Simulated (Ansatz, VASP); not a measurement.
## Two plane-wave programs on Li12NO

The input INCAR:

```
SYSTEM = Li12NO
  PREC = Accurate
  ENCUT = 520
  EDIFF = 1E-6
  ISMEAR = 0
  SIGMA = 0.1
  LREAL = .False.
  LASPH = .True.
  NELM = 150
  ALGO = Normal
  ISIF = 2
  LWAVE = .False.
  LCHARG = .False.
  ISPIN = 2
  MAGMOM = 0 0 0 0 0 0 0 0 0 0 0 0 1 0
  LORBIT = 11
  LDIPOL = .True.
  IDIPOL = 3
  DIPOL = 0.5 0.5 0.311
  GGA = PE
  NBANDS = 40
  KPAR = 4
```

KPOINTS

```
Automatic mesh
0
Gamma
  5 5 1
  0 0 0
```

File POSCAR:

```
Li12NO
1.0
    5.9451735978      0.0000000000      0.0000000000
   -1.9817245326      5.6051634218      0.0000000000
    0.0000000000      0.0000000000     22.6831262891
Li N O
12 1 1
Direct
    0.2500000000      0.2500000000      0.1763425354
    0.2500000000      0.7500000000      0.1763425354
    0.7500000000      0.2500000000      0.1763425354
    0.7500000000      0.7500000000      0.1763425354
    0.0000000000      0.0000000000      0.2794233694
    0.0000000000      0.5000000000      0.2794233694
    0.5000000000      0.0000000000      0.2794233694
    0.5000000000      0.5000000000      0.2794233694
    0.2500000000      0.2500000000      0.3828011262
    0.2500000000      0.7500000000      0.3828011262
    0.7500000000      0.2500000000      0.3828011262
    0.7500000000      0.7500000000      0.3828011262
    0.9166666667      0.5833333333      0.4890475038
    1.0655269119      0.7321935786      0.5150580277
```

Input for Ansatz:

```yaml
crystal:
  lattice:
    - [5.9451735978, 0.0, 0.0]
    - [-1.9817245326, 5.6051634218, 0.0]
    - [0.0, 0.0, 22.6831262891]
  atoms:
    - { symbol: Li, position: [0.25, 0.25, 0.1763425354] }
    - { symbol: Li, position: [0.25, 0.75, 0.1763425354] }
    - { symbol: Li, position: [0.75, 0.25, 0.1763425354] }
    - { symbol: Li, position: [0.75, 0.75, 0.1763425354] }
    - { symbol: Li, position: [0.0, 0.0, 0.2794233694] }
    - { symbol: Li, position: [0.0, 0.5, 0.2794233694] }
    - { symbol: Li, position: [0.5, 0.0, 0.2794233694] }
    - { symbol: Li, position: [0.5, 0.5, 0.2794233694] }
    - { symbol: Li, position: [0.25, 0.25, 0.3828011262] }
    - { symbol: Li, position: [0.25, 0.75, 0.3828011262] }
    - { symbol: Li, position: [0.75, 0.25, 0.3828011262] }
    - { symbol: Li, position: [0.75, 0.75, 0.3828011262] }
    - { symbol: "N", position: [0.9166666667, 0.5833333333, 0.4890475038], spin: 1.0 }
    - { symbol: O, position: [1.0655269119, 0.7321935786, 0.5150580277] }
basis:
  ecutwfc: 420
kpoints:
  mp_grid: { grid: [5, 5, 1] }
hamiltonian:
  xc: pbe
scf:
  occupations: { method: gaussian, width: 0.1 }
output:
  forces: true
  eigenvalues: true
  populations: true
magnetization:
  spin_polarized: true
efield:
  axis: 3
  dipole_correction: true
  ramp_width: 0.04
```

Alike in both runs: task single point; functional PBE; k mesh 5 × 5 × 1; occupations gaussian, width 0.1 eV; collinear spin.

```csv
,VASP,Ansatz
version,VASP 6.6.1,Ansatz 0.2.0
potentials or method,"VASP PAW PBE potentials, release 64 (Li_sv, N, O), cutoff 520 eV","scalar-relativistic, plane waves, PAW"
valence electrons in the cell,47,47
```

```csv
,VASP,Ansatz,Ansatz less VASP
gap on the k mesh at the Fermi level (eV),none,none,-
rms of the force components (eV/Å),0.323,0.249,-0.0746
net moment per atom (μB),0.00,0.11,+0.110
size of the moment on the site where the two differ most (μB),0.00,0.29,+0.288
```

The net moments are unlike, so the other rows may belong to different states. Site moments also hang on the region over which each program counts them. Atom by atom the forces differ by 0.083 eV/Å (rms over components). A gap of «none» marks a metal or a gap that the smearing closes.

Noted on VASP's run: the cutoff is under 1.25 times that of the potentials, so the pressure is a little rough; the standard files for N, O and F lose accuracy on very short bonds.
